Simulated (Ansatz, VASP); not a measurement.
## Two plane-wave programs on Ga4Bi3N

Contents of INCAR:

```
SYSTEM = Ga4Bi3N
PREC = Accurate ; ENCUT = 520
EDIFF = 1E-6 ; ISMEAR = -1
SIGMA = 0.02 ; LREAL = .False.
LASPH = .True. ; NELM = 80
ALGO = Normal ; ISIF = 2
LWAVE = .False. ; LCHARG = .True.
GGA = PE ; LELF = .True.
LVHAR = .True. ; NBANDS = 61
```

Contents of KPOINTS:

```
regular mesh
0
Gamma
  4 4 4
  0 0 0
```

POSCAR

```
Ga4Bi3N
1.0
    6.0465954609      0.0000000000      0.0000000000
    0.0000000000      6.0465954609      0.0000000000
    0.0000000000      0.0000000000      6.0465954609
N Ga Bi
1 4 3
Direct
    0.0000000000      0.0000000000      0.0000000000
    0.8011065547      0.8011065547      0.8011065547
    0.1988934453      0.1988934453      0.8011065547
    0.1988934453      0.8011065547      0.1988934453
    0.8011065547      0.1988934453      0.1988934453
    0.5000000000      0.5000000000      0.0000000000
    0.5000000000      0.0000000000      0.5000000000
    0.0000000000      0.5000000000      0.5000000000
```

Input for Ansatz:

```yaml
crystal:
  lattice:
    - [6.0465954609, 0.0, 0.0]
    - [0.0, 6.0465954609, 0.0]
    - [0.0, 0.0, 6.0465954609]
  atoms:
    - { symbol: "N", position: [0.0, 0.0, 0.0] }
    - { symbol: Ga, position: [0.8011065547, 0.8011065547, 0.8011065547] }
    - { symbol: Bi, position: [0.5, 0.5, 0.0] }
    - { symbol: Ga, position: [0.1988934453, 0.1988934453, 0.8011065547] }
    - { symbol: Bi, position: [0.5, 0.0, 0.5] }
    - { symbol: Ga, position: [0.1988934453, 0.8011065547, 0.1988934453] }
    - { symbol: Bi, position: [0.0, 0.5, 0.5] }
    - { symbol: Ga, position: [0.8011065547, 0.1988934453, 0.1988934453] }
kpoints:
  mp_grid: { grid: [4, 4, 4] }
hamiltonian:
  xc: pbe
scf:
  occupations: { method: fermi_dirac, width: 0.02 }
  n_extra_bands: 6
output:
  forces: true
  stress: true
  eigenvalues: true
```

Alike in both runs: task single point; functional PBE; k mesh 4 × 4 × 4; occupations fermi-dirac, width 0.02 eV; no spin polarisation.

```csv
,VASP,Ansatz
version,VASP 6.6.1,Ansatz 0.2.0
potentials or method,"VASP PAW PBE potentials, release 64 (N, Ga_d, Bi_d)","plane waves, PAW"
plane-wave cutoff (eV),520,420
valence electrons in the cell,102,102
```

|  | VASP | Ansatz | Ansatz less VASP |
| --- | --- | --- | --- |
| pressure (GPa) | -1.3 | -1.3 | 0.00 |
| rms of the force components (eV/Å) | 0.009 | 0.017 | +0.0078 |

With one functional, cell and mesh, what is left measures potentials, basis and numerics.

Neither program's run includes spin-orbit coupling.
